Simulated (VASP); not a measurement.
# Nb (Fm-3m) in VASP: a series of runs

Runs on Nb. Level: PBE. Tasks: relaxation of cell and atoms.

Everything below comes from runs of VASP 6.6.1. Logs are shortened: lines on timing, memory, paths and dates and some standing lists are left out, and cuts for length are marked.

### 1 The cell of the first run

It takes space group Fm-3m (No. 225, cubic). Conventional cell: a = 4.190 Å, b = 4.190 Å, c = 4.190 Å, α = 90.00°, β = 90.00°, γ = 90.00°. Within 3.9 Å of Nb (site symmetry m-3m) lie 12 Nb at 2.96 Å.

This isn't the form of Nb at room conditions, which is bcc.

### 2 Relaxation of cell and atoms, PBE, target pressure 15 GPa, at which the enthalpy is minimised

The input, INCAR:

```
PREC = Accurate
ENCUT = 500
EDIFF = 1E-7
ISMEAR = 1
SIGMA = 0.1
LREAL = F
LASPH = T
NELM = 120
ALGO = Normal
ISIF = 3
LWAVE = F
LCHARG = F
GGA = PE
IBRION = 2
NSW = 50
EDIFFG = -0.03
PSTRESS = 150.0
GGA_COMPAT = F
NELMIN = 4
```

The input, KPOINTS:

```
regular mesh
0
Gamma
  10 10 10
```

The input, POSCAR:

```
Nb
1.0
    0.0000000000      2.0950000000      2.0950000000
    2.0950000000      0.0000000000      2.0950000000
    2.0950000000      2.0950000000      0.0000000000
Nb
1
Direct
    0.0000000000      0.0000000000      0.0000000000
```

Potentials or basis: VASP PAW PBE potentials, release 64 (Nb_sv).

Run with:

```bash
$ cat potpaw_PBE.64/Nb_sv/POTCAR > POTCAR
$ mpirun -np 1 vasp_std > vasp.out
```

OUTCAR:

```text
PREC = Accurate
   ENCUT = 500
   EDIFF = 1E-7
   ISMEAR = 1
   LREAL = F
   LASPH = T
   NELM = 120
   ISIF = 3
   GGA = PE
   IBRION = 2
   NSW = 50
   EDIFFG = -0.03
   PSTRESS = 150.0
   NELMIN = 4

 ion  position               nearest neighbor table
   1  0.000  0.000  0.000-

  LATTYP: Found a face centered cubic cell.
 ALAT       =     4.1900000000

  Lattice vectors:

 A1 = (   0.0000000000,   2.0950000000,   2.0950000000)
 A2 = (   2.0950000000,   0.0000000000,   2.0950000000)
 A3 = (   2.0950000000,   2.0950000000,   0.0000000000)

Analysis of symmetry for initial positions (statically):
=====================================================================
 Subroutine PRICEL returns:
 Original cell was already a primitive cell.

 Routine SETGRP: Setting up the symmetry group for a
 face centered cubic supercell.

 Subroutine GETGRP returns: Found 48 space group operations
 (whereof 48 operations were pure point group operations)
 out of a pool of 48 trial point group operations.

The static configuration has the point symmetry O_h .

Analysis of symmetry for dynamics (positions and initial velocities):
=====================================================================
 Subroutine PRICEL returns:
 Original cell was already a primitive cell.

 Routine SETGRP: Setting up the symmetry group for a
 face centered cubic supercell.

 Subroutine GETGRP returns: Found 48 space group operations
 (whereof 48 operations were pure point group operations)
 out of a pool of 48 trial point group operations.

The dynamic configuration has the point symmetry O_h .

 Subroutine INISYM returns: Found 48 space group operations
 (whereof 48 operations are pure point group operations),
 and found     1 'primitive' translations

----------------------------------------------------------------------------------------

                                     Primitive cell

  volume of cell :      18.3900

  direct lattice vectors                    reciprocal lattice vectors
     0.000000000  2.095000000  2.095000000    -0.238663484  0.238663484  0.238663484
     2.095000000  0.000000000  2.095000000     0.238663484 -0.238663484  0.238663484
     2.095000000  2.095000000  0.000000000     0.238663484  0.238663484 -0.238663484

  length of vectors
     2.962777413  2.962777413  2.962777413     0.413377281  0.413377281  0.413377281

  position of ions in fractional coordinates (direct lattice)
     0.000000000  0.000000000  0.000000000

  ion indices of the primitive-cell ions
   primitive index   ion index
                 1           1

----------------------------------------------------------------------------------------

 KPOINTS: regular mesh

Automatic generation of k-mesh.
 Grid dimensions read from file:
 generate k-points for:   10   10   10

 Generating k-lattice:

  Cartesian coordinates                     Fractional coordinates (reciprocal lattice)
    -0.023866348  0.023866348  0.023866348     0.100000000  0.000000000  0.000000000
     0.023866348 -0.023866348  0.023866348     0.000000000  0.100000000  0.000000000
     0.023866348  0.023866348 -0.023866348     0.000000000  0.000000000  0.100000000

  Length of vectors
     0.041337728  0.041337728  0.041337728

  Shift w.r.t. Gamma in fractional coordinates (k-lattice)
     0.000000000  0.000000000  0.000000000

 Subroutine IBZKPT returns following result:
 ===========================================

 Found     47 irreducible k-points:

 Following reciprocal coordinates:
            Coordinates               Weight
  0.000000  0.000000  0.000000      1.000000
  0.100000  0.000000  0.000000      8.000000
  0.200000  0.000000  0.000000      8.000000
  0.300000  0.000000  0.000000      8.000000
  0.400000  0.000000  0.000000      8.000000
  0.500000  0.000000  0.000000      4.000000
[... 16 lines left out ...]
  0.300000  0.300000  0.000000      6.000000
  0.400000  0.300000  0.000000     24.000000
 [... further k-points ...]
   k-points           NKPTS =     47   k-points in BZ     NKDIM =     47   number of bands    NBANDS=     10
   number of dos      NEDOS =    301   number of ions     NIONS =      1
   total plane-waves  NPLWV =  13824
   dimension x,y,z NGX =    24 NGY =   24 NGZ =   24
   dimension x,y,z NGXF=    48 NGYF=   48 NGZF=   48
   ions per type =               1
   NGX,Y,Z   is equivalent  to a cutoff of  13.47, 13.47, 13.47 a.u.
   NGXF,Y,Z  is equivalent  to a cutoff of  26.93, 26.93, 26.93 a.u.
 SYSTEM =  unknown system
   PREC   = accura    normal or accurate (medium, high low for compatibility)
   ISTART =      0    job   : 0-new  1-cont  2-samecut
   ICHARG =      2    charge: 1-file 2-atom 10-const
   ISPIN  =      1    spin polarized calculation?
   LNONCOLLINEAR =      F non collinear calculations
   LSORBIT =      F    spin-orbit coupling
   LASPH  =      T    aspherical Exc in radial PAW
   ENCUT  =  500.0 eV  36.75 Ry    6.06 a.u.   5.40  5.40  5.40*2*pi/ulx,y,z
   NELM   =    120;   NELMIN=  4; NELMDL= -5     # of ELM steps
   EDIFF  = 0.1E-06   stopping-criterion for ELM
   LREAL  =      F    real-space projection
   EDIFFG = -.3E-01   stopping-criterion for IOM
   NSW    =     50    number of steps for IOM
   IBRION =      2    ionic relax: 0-MD 1-quasi-New 2-CG
   NFREE  =      1    steps in history (QN), initial steepest desc. (CG)
   ISIF   =      3    stress and relaxation
   ISYM   =      2    0-nonsym 1-usesym 2-fastsym
   POTIM  = 0.5000    time-step for ionic-motion
   TEBEG  =    0.0;   TEEND  =   0.0 temperature during run
   PSTRESS=  150.0 pullay stress
   NELECT =      13.0000    total number of electrons
   NUPDOWN=      -1.0000    fix difference up-down
   EMIN   =  10.00;   EMAX   =-10.00  energy-range for DOS
   EFERMI =   0.00;   METHOD = LEGACY
   ISMEAR =     1;   SIGMA  =   0.10  broadening in eV -4-tet -1-fermi 0-gaus
   EFERMI_NEDOS =   21; number of points for ismear=-14 and -15
   IALGO  =     38    algorithm
   IMIX   =      4    mixing-type and parameters
     AMIX     =   0.40;   BMIX     =  1.00
     AMIX_MAG =   1.60;   BMIX_MAG =  1.00
  volume/ion in A,a.u.               =      18.39       124.10
  Fermi-wavevector in a.u.,A,eV,Ry     =   1.458351  2.755883 28.936684  2.126786
  Thomas-Fermi vector in A             =   2.575045
   LORBIT       =      0    0 simple, 1 ext, 2 COOP (PROOUT), +10 PAW based schemes
   GGA     = PE    functional components
   LHFCALC =     F    Hartree Fock is set to
   AEXX    =    0.0000 exact exchange contribution
   IVDW    =     0    specifies the selected vdW correction
   LEPSILON=     F    determine dielectric tensor
   LRPA    =     F    only Hartree local field effects (RPA)
 conjugate gradient relaxation of ions
 non-spin polarized calculation
 Methfessel and Paxton  Order N= 1 SIGMA  =   0.10
  energy-cutoff  :      500.00
  volume of cell :       18.39
 maximum number of plane-waves:       483
 NGX is ok and might be reduce to    24
   NGX = 11   NGY = 11   NGZ = 11

--------------------------------------- Ionic step        1  -------------------------------------------

 number of electron      13.0000001 magnetization

 Free energy of the ion-electron system (eV)
  ---------------------------------------------------
  ext. energy  EPLUGINS =         0.00000000
  ---------------------------------------------------
  free energy    TOTEN  =        -9.90109665 eV

  energy without entropy =       -9.89949905  energy(sigma->0) =       -9.90056412

------------------------ aborting loop because EDIFF is reached ----------------------------------------

  FORCE on cell =-STRESS in cart. coord.  units (eV):
  Direction    XX          YY          ZZ          XY          YZ          ZX
  --------------------------------------------------------------------------------------
  -------------------------------------------------------------------------------------
  Total        0.3456905      0.3456905      0.3456905      0.0000000      0.0000000      0.0000000
  in kB       30.1172968     30.1172968     30.1172968      0.0000000      0.0000000      0.0000000
  external PRESSURE =    -119.8827032 kB  Pullay stress =     150.0000000 kB
[... 96 lines left out ...]
  enthalpy is  TOTEN    =        -8.2211406287 eV   P V=        1.6275416078

--------------------------------------- Ionic step        4  -------------------------------------------

 number of electron      12.9999999 magnetization

 Free energy of the ion-electron system (eV)
  ---------------------------------------------------
  ext. energy  EPLUGINS =         0.00000000
  ---------------------------------------------------
  free energy    TOTEN  =        -9.84382810 eV

  energy without entropy =       -9.84344129  energy(sigma->0) =       -9.84369917

 E-fermi :  12.0926     XC(G=0): -12.7045

 val. band max:       12.0818335258   @ k =   0.4000   0.1000   0.0000
 cond. band min:      12.1474903479   @ k =   0.0000   0.0000   0.0000
 fundamental gap:      0.0656568221
 Fermi energy:        12.0925536795

 k-point     1 :       0.0000    0.0000    0.0000
  band No.  band energies     occupation
      1     -42.6196      2.00000
      2     -17.8376      2.00000
      3     -17.8376      2.00000
      4     -17.8376      2.00000
      5       5.7027      2.00000
      6      12.1475      0.20800
      7      12.1475      0.20800
      8      12.1475      0.20800
      9      15.0427      0.00000
     10      15.0427      0.00000
[... 287 lines left out ...]
 k-point    24 :       0.4000    0.3000    0.0000
  band No.  band energies     occupation
      1     -42.3359      2.00000
      2     -19.0015      2.00000
      3     -18.3049      2.00000
      4     -18.2534      2.00000
      5       8.3925      2.00000
      6       9.1430      2.00000
      7      13.1366     -0.00000
      8      15.1973      0.00000
      9      16.7111      0.00000
     10      17.1058      0.00000

 [... further k-points ...]

------------------------ aborting loop because EDIFF is reached ----------------------------------------

  FORCE on cell =-STRESS in cart. coord.  units (eV):
  Direction    XX          YY          ZZ          XY          YZ          ZX
  --------------------------------------------------------------------------------------
  -------------------------------------------------------------------------------------
  Total        1.6129282      1.6129282      1.6129282      0.0000000      0.0000000      0.0000000
  in kB      149.1113610    149.1113610    149.1113610      0.0000000      0.0000000      0.0000000
  external PRESSURE =      -0.8886390 kB  Pullay stress =     150.0000000 kB
[... 16 lines left out ...]
  FREE ENERGIE OF THE ION-ELECTRON SYSTEM (eV)
  ---------------------------------------------------
  free  energy   TOTEN  =        -9.8438281025 eV

  energy  without entropy=       -9.8434412927  energy(sigma->0) =       -9.84369917

  enthalpy is  TOTEN    =        -8.2212875094 eV   P V=        1.6225405931

 reached required accuracy - stopping structural energy minimisation
```

Wall time 19 s (1 thread of Intel Xeon Platinum 8488C (Sapphire Rapids), shared host); peak memory 0.15 GiB.

Results:

```
Free energy                                                : -9.8438 eV
Relaxed volume                                             : 17.33 Å³/atom
Relaxed cell                                               : a = 2.905 Å, b = 2.905 Å, c = 2.905 Å, α = 60.00°, β = 60.00°, γ = 60.00°
Space group after relaxing (to 0.1 Å)                      : Fm-3m (No. 225)
Energy change on relaxing (the run minimises the enthalpy) : +57.3 meV/atom
Ionic steps                                                : 4
Pressure after relaxing                                    : 14.9 GPa
Band gap on the k mesh                                     : zero (an odd number of electrons rules out a gap without spin polarisation)
```

The path:
| step | energy change (eV) | largest force (eV/Å) | pressure (GPa) | volume (Å³) |
| --- | --- | --- | --- | --- |
| 1 | 0.0000 | 0.0000 | 3.01 | 18.39 |
| 2 | 0.5565 | 0.0000 | 56.97 | 14.97 |
| 3 | 0.0524 | 0.0000 | 14.22 | 17.38 |
| 4 | 0.0573 | 0.0000 | 14.91 | 17.33 |

Final structure:
```
Nb
1.0
     0.00000    2.05397    2.05397
     2.05397    0.00000    2.05397
     2.05397    2.05397    0.00000
Nb
1
Direct
  0.00000 0.00000 0.00000
```

Levels at points of the mesh, in eV from the Fermi level:
```csv
k point,band 3,band 4,band 5,band 6,band 7,band 8,band 9,band 10
"(0.00, 0.00, 0.00)",-29.93,-29.93,-6.39,0.05,0.05,0.05,2.95,2.95
"(0.50, 0.00, 0.00)",-30.13,-30.13,-4.13,-0.16,-0.16,1.71,5.15,5.15
"(0.50, 0.50, 0.00)",-30.47,-30.47,-4.49,-3.72,4.11,5.14,5.78,5.78
```

Caveat: the cell is relaxed towards a set pressure, so the run minimises the enthalpy, not the energy.

### 3 Relaxation of cell and atoms, PBE, target pressure 30 GPa, at which the enthalpy is minimised

The input, INCAR:

```
SYSTEM = Nb
PREC = Accurate
ENCUT = 500
EDIFF = 1E-7
ISMEAR = 1
SIGMA = 0.1
LREAL = .False.
LASPH = .True.
NELM = 120
ALGO = Normal
ISIF = 3
LWAVE = .False.
LCHARG = .False.
GGA = PE
IBRION = 2
NSW = 50
EDIFFG = -0.03
PSTRESS = 300.0
GGA_COMPAT = .False.
NELMIN = 4
```

The input, KPOINTS:

```
regular mesh
0
Gamma
  10 10 10
  0 0 0
```

POSCAR is that of step 2.

Potentials or basis: VASP PAW PBE potentials, release 64 (Nb_sv).

Run with:

```bash
$ cat potpaw_PBE.64/Nb_sv/POTCAR > POTCAR
$ mpirun -np 1 vasp_std > vasp.out
```

Run time: 23 s. Hardware: 1 thread of Intel Xeon Platinum 8488C (Sapphire Rapids), shared host; peak memory 0.15 GiB.

The run converged. Its results:

```
Free energy                                                : -9.7046 eV
Relaxed volume                                             : 16.32 Å³/atom
Relaxed cell                                               : a = 2.847 Å, b = 2.847 Å, c = 2.847 Å, α = 60.00°, β = 60.00°, γ = 60.00°
Space group after relaxing (to 0.1 Å)                      : Fm-3m (No. 225)
Energy change on relaxing (the run minimises the enthalpy) : +196.5 meV/atom
Ionic steps                                                : 5
Pressure after relaxing                                    : 30.0 GPa
Band gap on the k mesh                                     : zero (an odd number of electrons rules out a gap without spin polarisation)
```

Step by step:
```tsv
step	energy change (eV)	largest force (eV/Å)	pressure (GPa)	volume (Å³)
1	0.0000	0.0000	3.01	18.39
2	3.1342	0.0000	191.51	11.32
3	0.1454	0.0000	25.15	16.62
4	0.1881	0.0000	29.24	16.37
5	0.1965	0.0000	29.99	16.32
```

Final structure:
```cif
data_structure
_symmetry_space_group_name_H-M 'P 1'
_symmetry_Int_Tables_number 1
_cell_length_a 2.8473
_cell_length_b 2.8473
_cell_length_c 2.8473
_cell_angle_alpha 60.000
_cell_angle_beta 60.000
_cell_angle_gamma 60.000
_cell_volume 16.32
loop_
_atom_site_label
_atom_site_type_symbol
_atom_site_fract_x
_atom_site_fract_y
_atom_site_fract_z
_atom_site_occupancy
Nb1 Nb 0.00000 0.00000 0.00000 1
```

Levels at points of the mesh, in eV from the Fermi level:
| k point | band 3 | band 4 | band 5 | band 6 | band 7 | band 8 | band 9 | band 10 |
| --- | --- | --- | --- | --- | --- | --- | --- | --- |
| (0.00, 0.00, 0.00) | -29.78 | -29.78 | -6.54 | -0.05 | -0.05 | -0.05 | 3.09 | 3.09 |
| (0.50, 0.00, 0.00) | -30.02 | -30.02 | -4.42 | -0.29 | -0.29 | 1.96 | 5.49 | 5.49 |
| (0.50, 0.50, 0.00) | -30.43 | -30.43 | -4.91 | -4.10 | 4.53 | 5.48 | 6.19 | 6.19 |

Caveat: the cell is relaxed towards a set pressure, so the run minimises the enthalpy, not the energy.

### 4 Relaxation of cell and atoms, PBE, target pressure 45 GPa, at which the enthalpy is minimised

The input, INCAR:

```
SYSTEM = Nb
PREC = Accurate ; ENCUT = 500
EDIFF = 1E-7 ; ISMEAR = 1
SIGMA = 0.1 ; LREAL = .False.
LASPH = .True. ; NELM = 120
ALGO = Normal ; ISIF = 3
LWAVE = .False. ; LCHARG = .False.
GGA = PE ; IBRION = 2
NSW = 50 ; EDIFFG = -0.03
PSTRESS = 450.0 ; GGA_COMPAT = .False.
NELMIN = 4
```

KPOINTS is that of step 3.

POSCAR is that of step 3.

Run with:

```bash
$ cat potpaw_PBE.64/Nb_sv/POTCAR > POTCAR
$ mpirun -np 1 vasp_std > vasp.out
```

Wall time 27 s (1 thread of Intel Xeon Platinum 8488C (Sapphire Rapids), shared host); peak memory 0.15 GiB.

It converged, with:

* Free energy: -9.5095 eV
* Relaxed volume: 15.48 Å³/atom
* Relaxed cell: a = 2.798 Å, b = 2.798 Å, c = 2.798 Å, α = 60.00°, β = 60.00°, γ = 60.00°
* Space group after relaxing (to 0.1 Å): Fm-3m (No. 225)
* Energy change on relaxing (the run minimises the enthalpy): +391.6 meV/atom
* Ionic steps: 5
* Pressure after relaxing: 45.2 GPa
* Band gap on the k mesh: zero (an odd number of electrons rules out a gap without spin polarisation)

The path:
| step | energy change (eV) | largest force (eV/Å) | pressure (GPa) | volume (Å³) |
| --- | --- | --- | --- | --- |
| 1 | 0.0000 | 0.0000 | 3.01 | 18.39 |
| 2 | 9.4555 | 0.0000 | 543.18 | 8.31 |
| 3 | 0.2431 | 0.0000 | 33.90 | 16.09 |
| 4 | 0.3341 | 0.0000 | 40.90 | 15.70 |
| 5 | 0.3916 | 0.0000 | 45.20 | 15.48 |

Final structure:
```yaml
crystal:
  lattice:
    - [0.00000, 1.97826, 1.97826]
    - [1.97826, 0.00000, 1.97826]
    - [1.97826, 1.97826, 0.00000]
  atoms:
    - { symbol: Nb, position: [0.00000, 0.00000, 0.00000] }
```

Levels at points of the mesh, in eV from the Fermi level:
```tsv
k point	band 4	band 5	band 6	band 7	band 8	band 9
(0.00, 0.00, 0.00)	-29.60	-6.60	-0.10	-0.10	-0.10	3.27
(0.50, 0.00, 0.00)	-29.87	-4.64	-0.37	-0.37	2.27	5.85
(0.50, 0.50, 0.00)	-30.35	-5.25	-4.42	4.99	5.85	6.61
```

Caveat: the cell is relaxed towards a set pressure, so the run minimises the enthalpy, not the energy; the volume moved by over 15 % at a fixed basis, so the end points are rough.

### 5 Summary

```csv
cell,gap on the mesh (eV),pressure (GPa)
relaxed to 15 GPa,none,14.9
relaxed to 30 GPa,none,30.0
relaxed to 45 GPa,none,45.2
```

Alike in all rows: task relaxation of cell and atoms; level PBE; potentials or basis VASP PAW PBE potentials, release 64 (Nb_sv); no spin polarisation; k mesh 10 × 10 × 10; cutoff (eV) 500; smearing methfessel-paxton 0.1 eV.

Caveats: the cell is relaxed towards a set pressure, so the run minimises the enthalpy, not the energy; the volume moved by over 15 % at a fixed basis, so the end points are rough (at least some runs).

Absolute energies hang on the potentials; compare differences alone.
